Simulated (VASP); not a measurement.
Write the native input for VASP 6.6.1 that does the following.

| Property | Result |
| --- | --- |
| Task | single point |
| Functional | PBEsol |
| Dispersion | D4 |
| Potentials or basis | VASP PAW PBE potentials, release 64 (Zn) |
| Cutoff | 520 eV |
| k mesh | 11 × 11 × 6 |
| Occupations | fermi-dirac, width 0.05 eV |
| Spin | no spin polarisation |
| Dipole correction | no |
| Further INCAR settings | ALGO = Normal; EDIFF = 1e-06; NBANDS = 19 |

The structure of Zn lies in POSCAR:

```
Zn
1.0
    2.6726459496      0.0000000000      0.0000000000
   -1.3363229748      2.3145792877      0.0000000000
    0.0000000000      0.0000000000      4.4101420248
Zn
2
Direct
    0.6666666667      0.3333333333      0.7500000000
    0.3333333333      0.6666666667      0.2500000000
```

These files were run (other wordings do the same):

INCAR

```
SYSTEM = Zn
PREC     = Accurate       ! precision mode
ENCUT    = 520            ! plane-wave cutoff, eV
EDIFF    = 1E-6           ! SCF threshold, eV
ISMEAR   = -1             ! smearing method
SIGMA    = 0.05           ! smearing width, eV
LREAL    = .False.        ! projectors in reciprocal space
LASPH    = .True.         ! aspherical terms in the spheres
NELM     = 100            ! most SCF steps
ALGO     = Normal         ! electronic algorithm
ISIF     = 2              ! what is computed and relaxed
LWAVE    = .False.        ! write WAVECAR
LCHARG   = .False.        ! write CHGCAR
GGA      = PS             ! functional
IVDW     = 13             ! dispersion correction
NBANDS   = 19             ! bands
```

KPOINTS

```
regular mesh
0
Gamma
  11 11 6
  0 0 0
```

Potentials or basis: VASP PAW PBE potentials, release 64 (Zn).

The run is started by

```console
$ cat potpaw_PBE.64/Zn/POTCAR > POTCAR
$ mpirun -np 1 vasp_std > vasp.out
```

It gave:

* Pressure: 0.6 GPa
* Band gap on the k mesh: zero (band 12 reaches 5.27 eV, above the bottom of band 13 at 2.36 eV)
* Dispersion energy per atom: -0.205 eV

Caveat: the PAW data sets were made with another functional, which shifts forces and pressure a little; pairwise dispersion overbinds metals, which lowers pressure and volume.

Wall time 65 s on 1 thread of AMD EPYC 7R13, on a shared host, peak memory 0.12 GiB.
